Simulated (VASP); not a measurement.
# Be (P6_3/mmc) in VASP: a series of runs

Be is run at these levels: RPBE; tasks: single point.

All numbers are computed with VASP 6.6.1; they aren't measurements. Logs are shortened: lines on timing, memory, paths and dates and some standing lists are left out, and cuts for length are marked.

## (1) The cell of the first run

Symmetry: P6_3/mmc, No. 194, hexagonal system. Conventional cell: a = 2.275 Å, b = 2.275 Å, c = 7.236 Å, α = 90.00°, β = 90.00°, γ = 120.00°. Within 3.0 Å of Be (site symmetry -3m) lie 12 Be at 2.24 to 2.27 Å. Be (site symmetry -6m2) has 12 Be at 2.24 to 2.27 Å within 3.0 Å.

## (2) Single point, RPBE

INCAR reads:

```
SYSTEM = Be
PREC = Accurate
ENCUT = 520
EDIFF = 1E-6
ISMEAR = -1
SIGMA = 0.1
LREAL = .False.
LASPH = .True.
NELM = 80
ALGO = Normal
ISIF = 2
LWAVE = .False.
LCHARG = .True.
GGA = RP
LELF = .True.
LVHAR = .True.
NBANDS = 12
```

KPOINTS reads:

```
Automatic mesh
0
Gamma
  18 18 5
  0 0 0
```

POSCAR reads:

```
Be
1.0
    2.2748156207      0.0000000000      0.0000000000
   -1.1374078104      1.9700481165      0.0000000000
    0.0000000000      0.0000000000      7.2357091572
Be
4
Direct
    0.0000000000      1.0000000000      1.0000000000
    1.0000000000      1.0000000000      0.5000000000
    0.3333333333      0.6666666667      0.2500000000
    0.6666666667      0.3333333333      0.7500000000
```

Potentials or basis: VASP PAW PBE potentials, release 64 (Be).

Run with:

```bash
$ cat potpaw_PBE.64/Be/POTCAR > POTCAR
$ mpirun -np 1 vasp_std > vasp.out
```

OUTCAR:

```text
SYSTEM = Be
   PREC = Accurate
   ENCUT = 520
   EDIFF = 1E-6
   ISMEAR = -1
   LREAL = .False.
   LASPH = .True.
   NELM = 80
   ISIF = 2
   GGA = RP

 ion  position               nearest neighbor table
   1  0.000  0.000  0.000-   3 2.24   4 2.24   4 2.24   3 2.24   4 2.24   3 2.24
   2  0.000  0.000  0.500-   3 2.24   4 2.24   4 2.24   3 2.24   4 2.24   3 2.24
   3  0.333  0.667  0.250-   1 2.24   2 2.24   1 2.24   2 2.24   1 2.24   2 2.24
   4  0.667  0.333  0.750-   1 2.24   2 2.24   1 2.24   2 2.24   1 2.24   2 2.24

  LATTYP: Found a hexagonal cell.
 ALAT       =     2.2748156207
 C/A-ratio  =     3.1807892874

  Lattice vectors:

 A1 = (   2.2748156207,   0.0000000000,   0.0000000000)
 A2 = (  -1.1374078104,   1.9700481165,   0.0000000000)
 A3 = (   0.0000000000,   0.0000000000,   7.2357091572)

Analysis of symmetry for initial positions (statically):
=====================================================================
 Subroutine PRICEL returns:
 Original cell was already a primitive cell.

 Routine SETGRP: Setting up the symmetry group for a
 hexagonal supercell.

 Subroutine GETGRP returns: Found 24 space group operations
 (whereof 12 operations were pure point group operations)
 out of a pool of 24 trial point group operations.

The static configuration has the point symmetry D_3d.
 The point group associated with its full space group is D_6h.

Analysis of symmetry for dynamics (positions and initial velocities):
=====================================================================
 Subroutine PRICEL returns:
 Original cell was already a primitive cell.

 Routine SETGRP: Setting up the symmetry group for a
 hexagonal supercell.

 Subroutine GETGRP returns: Found 24 space group operations
 (whereof 12 operations were pure point group operations)
 out of a pool of 24 trial point group operations.

The dynamic configuration has the point symmetry D_3d.
 The point group associated with its full space group is D_6h.

 Subroutine INISYM returns: Found 24 space group operations
 (whereof 12 operations are pure point group operations),
 and found     1 'primitive' translations

----------------------------------------------------------------------------------------

                                     Primitive cell

  volume of cell :      32.4268

  direct lattice vectors                    reciprocal lattice vectors
     2.274815621  0.000000000  0.000000000     0.439596067  0.253800908  0.000000000
    -1.137407810  1.970048116  0.000000000     0.000000000  0.507601815  0.000000000
     0.000000000  0.000000000  7.235709157     0.000000000  0.000000000  0.138203454
[... 103 lines left out ...]
   ISMEAR =    -1;   SIGMA  =   0.10  broadening in eV -4-tet -1-fermi 0-gaus
   EFERMI_NEDOS =   21; number of points for ismear=-14 and -15
   IALGO  =     38    algorithm
   IMIX   =      4    mixing-type and parameters
     AMIX     =   0.40;   BMIX     =  1.00
     AMIX_MAG =   1.60;   BMIX_MAG =  1.00
  volume/ion in A,a.u.               =       8.11        54.71
  Fermi-wavevector in a.u.,A,eV,Ry     =   1.026763  1.940300 14.343830  1.054242
  Thomas-Fermi vector in A             =   2.160673
   LORBIT       =      0    0 simple, 1 ext, 2 COOP (PROOUT), +10 PAW based schemes
   GGA     = RP    functional components
   LHFCALC =     F    Hartree Fock is set to
   AEXX    =    0.0000 exact exchange contribution
   IVDW    =     0    specifies the selected vdW correction
   LEPSILON=     F    determine dielectric tensor
   LRPA    =     F    only Hartree local field effects (RPA)
 non-spin polarized calculation
  energy-cutoff  :      520.00
  volume of cell :       32.43
 maximum number of plane-waves:       897
 NGX is ok and might be reduce to    18
   NGX =  9   NGY =  9   NGZ = 27

 number of electron       8.0000000 magnetization

 Free energy of the ion-electron system (eV)
  ---------------------------------------------------
  ext. energy  EPLUGINS =         0.00000000
  ---------------------------------------------------
  free energy    TOTEN  =       -13.93232260 eV

  energy without entropy =      -13.92154930  energy(sigma->0) =      -13.92693595

 E-fermi :   7.1302     XC(G=0): -10.5263

 val. band max:        7.1153721856   @ k =   0.3333   0.2778   0.2000
 cond. band min:       7.2675884986   @ k =   0.3333   0.2778   0.4000
 fundamental gap:      0.1522163130
 Fermi energy:         7.1301609463

 k-point     1 :       0.0000    0.0000    0.0000
  band No.  band energies     occupation
      1      -4.3496      2.00000
      2      -2.2327      2.00000
      3      -2.2083      2.00000
      4       2.4746      2.00000
      5       7.7365      0.00464
      6      17.1584      0.00000
      7      17.1612      0.00000
      8      23.0623      0.00000
      9      23.0623      0.00000
     10      24.2030      0.00000
     11      24.2040      0.00000
     12      24.5440      0.00000
[... 331 lines left out ...]
 k-point    24 :       0.3889    0.1111    0.0000
  band No.  band energies     occupation
      1       1.5132      2.00000
      2       3.1807      2.00000
      3       3.2551      2.00000
      4       5.2280      2.00000
      5       8.5874      0.00000
      6       8.8588      0.00000
      7      10.4927      0.00000
      8      12.5018      0.00000
      9      13.9373      0.00000
     10      14.5383      0.00000
     11      16.9291      0.00000
     12      17.8076      0.00000

 [... further k-points ...]

------------------------ aborting loop because EDIFF is reached ----------------------------------------

  FORCE on cell =-STRESS in cart. coord.  units (eV):
  Direction    XX          YY          ZZ          XY          YZ          ZX
  --------------------------------------------------------------------------------------
  -------------------------------------------------------------------------------------
  Total       -0.0540752     -0.0540752      0.1386419      0.0000000     -0.0000000      0.0000000
  in kB       -2.6718053     -2.6718053      6.8501612      0.0000000     -0.0000000      0.0000000
  external PRESSURE =       0.5021835 kB  Pullay stress =       0.0000000 kB

 VOLUME and BASIS-vectors are now :
 -----------------------------------------------------------------------------
  energy-cutoff  :      520.00
  volume of cell :       32.43
      direct lattice vectors                 reciprocal lattice vectors
     2.274815621  0.000000000  0.000000000     0.439596067  0.253800908  0.000000000
    -1.137407810  1.970048116  0.000000000     0.000000000  0.507601815  0.000000000
     0.000000000  0.000000000  7.235709157     0.000000000  0.000000000  0.138203454

 POSITION                                       TOTAL-FORCE (eV/Angst)
 -----------------------------------------------------------------------------------
      0.00000      0.00000      0.00000        -0.000000      0.000000     -0.000000
      0.00000      0.00000      3.61785        -0.000000      0.000000     -0.000000
     -0.00000      1.31337      1.80893        -0.000000      0.000000      0.000000
      1.13741      0.65668      5.42678         0.000000     -0.000000      0.000000
 -----------------------------------------------------------------------------------
    total drift:                               -0.000000      0.000000     -0.000000

  FREE ENERGIE OF THE ION-ELECTRON SYSTEM (eV)
  ---------------------------------------------------
  free  energy   TOTEN  =       -13.9323225971 eV

  energy  without entropy=      -13.9215492973  energy(sigma->0) =      -13.92693595
```

OSZICAR:

```text
N       E                     dE             d eps       ncg     rms          rms(c)
DAV:   1     0.207539557723E+01    0.20754E+01   -0.34930E+03  2664   0.558E+02
DAV:   2    -0.136188749997E+02   -0.15694E+02   -0.15048E+02  3512   0.102E+02
DAV:   3    -0.140419594121E+02   -0.42308E+00   -0.41983E+00  3932   0.115E+01
DAV:   4    -0.140436824520E+02   -0.17230E-02   -0.17222E-02  3292   0.707E-01
DAV:   5    -0.140436882170E+02   -0.57650E-05   -0.57644E-05  3676   0.386E-02    0.164E+00
DAV:   6    -0.139611045772E+02    0.82584E-01   -0.13291E-02  3052   0.133E+00    0.101E+00
DAV:   7    -0.139323974230E+02    0.28707E-01   -0.11281E-02  2968   0.126E+00    0.347E-02
DAV:   8    -0.139323218975E+02    0.75526E-04   -0.11591E-04  3612   0.699E-02    0.155E-02
DAV:   9    -0.139323225971E+02   -0.69967E-06   -0.44063E-06  3564   0.132E-02
   1 F= -.13932323E+02 E0= -.13926936E+02  d E =-.107733E-01
```

stdout:

```text
POSCAR found type information on POSCAR Be
 POSCAR found :  1 types and       4 ions
 scaLAPACK will be used
 -----------------------------------------------------------------------------
|                                                                             |
|                                                                             |
|     You enforced a specific xc type in the INCAR file but a different       |
|     I HOPE YOU KNOW WHAT YOU ARE DOING!                                     |
|                                                                             |
 -----------------------------------------------------------------------------

 LDA part: xc-table for (Slater+PW92), standard interpolation
 POSCAR, INCAR and KPOINTS ok, starting setup
 FFT: planning ... GRIDC
 FFT: planning ... GRID_SOFT
 FFT: planning ... GRID
 WAVECAR not read
 entering main loop
```

It took 30 s on 1 thread of Intel Xeon Platinum 8375C at 2.90GHz (Ice Lake), shared host; peak memory 0.16 GiB.

What came out:

```yaml
Free_energy: -13.9323 eV
Pressure: 0.1 GPa
Band_gap_on_the_k_mesh: zero (band 4 reaches 7.83 eV, above the bottom of band 5 at 6.47 eV)
```

Caveat: the PAW data sets were made with another functional, which shifts forces and pressure a little.

(Continued in part 2 of 2.)
